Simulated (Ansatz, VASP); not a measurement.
One calculation of Ta, two programs

The input INCAR:

```
  PREC = Accurate
  ENCUT = 500
  EDIFF = 1E-6
  ISMEAR = 0
  SIGMA = 0.1
  LREAL = False
  LASPH = True
  NELM = 120
  ALGO = Normal
  ISIF = 2
  LWAVE = False
  LCHARG = False
  GGA = PS
  NBANDS = 12
  GGA_COMPAT = False
```

Contents of KPOINTS:

```
Automatic mesh
0
Gamma
  6 6 6
```

POSCAR

```
Ta
1.0
   -1.6402040226      1.6402040226      1.6402040226
    1.6402040226     -1.6402040226      1.6402040226
    1.6402040226      1.6402040226     -1.6402040226
Ta
1
Direct
    0.0000000000      0.0000000000      0.0000000000
```

Input for Ansatz:

```yaml
crystal:
  lattice:
    - [-1.6402040226, 1.6402040226, 1.6402040226]
    - [1.6402040226, -1.6402040226, 1.6402040226]
    - [1.6402040226, 1.6402040226, -1.6402040226]
  atoms:
    - { symbol: Ta, position: [0.0, 0.0, 0.0] }
basis:
  ecutwfc: 420
kpoints:
  mp_grid: { grid: [6, 6, 6] }
hamiltonian:
  xc: pbesol
  pseudopotentials: { kind: paw, azcp: { folder: soft_1 } }
scf:
  occupations: { method: gaussian, width: 0.1 }
output:
  forces: true
  stress: true
  eigenvalues: true
```

Alike in both runs: task single point; functional PBEsol; k mesh 6 × 6 × 6; occupations gaussian, width 0.1 eV; no spin polarisation.

|  | VASP | Ansatz |
| --- | --- | --- |
| version | VASP 6.6.1 | Ansatz 0.2.0 |
| potentials or method | VASP PAW PBE potentials, release 64 (Ta_pv), cutoff 500 eV | scalar-relativistic, plane waves, PAW |
| valence electrons in the cell | 11 | 13 |

```csv
,VASP,Ansatz,Ansatz less VASP
gap on the k mesh at the Fermi level (eV),none,none,-
pressure (GPa),2.0,1.8,-0.20
```

VASP's potentials were made for PBE, not for PBEsol, and Ansatz warns of the same on its side. A gap of «none» marks a metal or a gap that the smearing closes. VASP's potentials hold 11 valence electrons a cell and Ansatz's 13, so a difference there can come from the potentials and not from the codes.

The k mesh is coarse, so the values compare programs but aren't converged. Spin-orbit coupling is off throughout.
